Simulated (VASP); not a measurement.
The system is Hf3SnS4.

```
Hf Sn S
1.0
    -3.27840    3.27840    4.96599
     3.27840   -3.27840    4.96599
     3.27840    3.27840   -4.96599
Hf Sn S
3 1 4
Direct
  0.50000 0.00000 0.50000
  0.00000 0.50000 0.50000
  0.00000 0.00000 0.00000
  0.50000 0.50000 0.00000
  0.75000 0.25000 0.50000
  0.25000 0.75000 0.50000
  0.26033 0.26033 0.00000
  0.73967 0.73967 0.00000
```

The cell was generated, and may not be a known phase.

* Program: VASP 6.6.1
* Task: relaxation of cell and atoms
* Functional: PBE
* Potentials or basis: VASP PAW PBE potentials, release 64 (Hf_pv, Sn_d, S)
* Cutoff: 500 eV
* k mesh: 3 × 3 × 3
* Occupations: gaussian, width 0.15 eV
* Spin: no spin polarisation

At the start: pressure -3.2 GPa; volume 26.69 Å³/atom.

Q: How do energy, volume and symmetry change on relaxing?

A: Over 8 steps the energy falls by 196.6 meV/atom and the volume is 24.71 Å³/atom (-7.4 %); space group I4/mmm (No. 139, to 0.1 Å) before and after.

Step by step:
| step | energy change (eV) | largest force (eV/Å) | pressure (GPa) | volume (Å³) |
| --- | --- | --- | --- | --- |
| 1 | 0.0000 | 4.0051 | -3.22 | 213.50 |
| 2 | -1.2012 | 1.6287 | 2.90 | 197.33 |
| 3 | -1.2140 | 1.0832 | 4.04 | 195.44 |
| 4 | -1.4779 | 1.2128 | -0.70 | 200.21 |
| 5 | -1.5491 | 0.5338 | 0.48 | 198.63 |
| 6 | -1.5560 | 0.3682 | -1.34 | 199.85 |
| 7 | -1.5674 | 0.0010 | -0.55 | 199.30 |
| 8 | -1.5726 | 0.0349 | -0.25 | 197.69 |

Final structure:
```
Hf Sn S
1.0
    -3.15127    3.15127    4.97685
     3.15127   -3.15127    4.97685
     3.15127    3.15127   -4.97685
Hf Sn S
3 1 4
Direct
  0.50000 0.00000 0.50000
  0.00000 0.50000 0.50000
  0.00000 0.00000 0.00000
  0.50000 0.50000 0.00000
  0.75000 0.25000 0.50000
  0.25000 0.75000 0.50000
  0.22922 0.22922 0.00000
  0.77078 0.77078 0.00000
```

Caveat: the k points lie up to 0.39 Å⁻¹ apart in the final cell; the relaxation stopped at a loose force limit of 0.08 eV/Å, so its end isn't a converged minimum.
